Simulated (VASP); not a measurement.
Runs of VASP 6.6.1 on Tc. The structure is that of space group P6_3/mmc (No. 194), or close to it. The cells are those of the table. 

```tsv
task	level	cell	cutoff (eV)	gap on the mesh (eV)	pressure (GPa)
single point	PBEsol+D3(BJ)	a = 2.706, b = 2.706, c = 4.342 Å, angles 90.0, 90.0, 120.0°, 2 atoms	520	none	-2.5
single point	PBEsol+D3(BJ)	a = 2.740, b = 2.740, c = 4.398 Å, angles 90.0, 90.0, 120.0°, 2 atoms	520	none	(a)
single point	PBEsol	a = 2.672, b = 2.672, c = 4.288 Å, angles 90.0, 90.0, 120.0°, 2 atoms	520	none	19.3
relaxation of cell and atoms	PBEsol	relaxed from a = 2.740, b = 2.740, c = 4.398 Å, angles 90.0, 90.0, 120.0°, 2 atoms	600	none	0.0
single point	PBEsol	a = 2.722, b = 2.722, c = 4.368 Å, angles 90.0, 90.0, 120.0°, 2 atoms	520	none	-1.0
```

Alike in all rows: potentials or basis VASP PAW PBE potentials, release 64 (Tc_pv); no spin polarisation; k mesh 11 × 11 × 6; smearing fermi-dirac 0.05 eV.

**Question.** Fill in the values left out.

**Answer.** (a) -14.2.

Caveats: the PAW data sets were made with another functional, which shifts forces and pressure a little; three body term missing (some runs); pairwise dispersion overbinds metals, which lowers pressure and volume (some runs).

A k mesh can miss the band edges, and the runs leave out spin-orbit coupling on Tc.

A gap of «none» marks levels without a gap at the run's occupations.
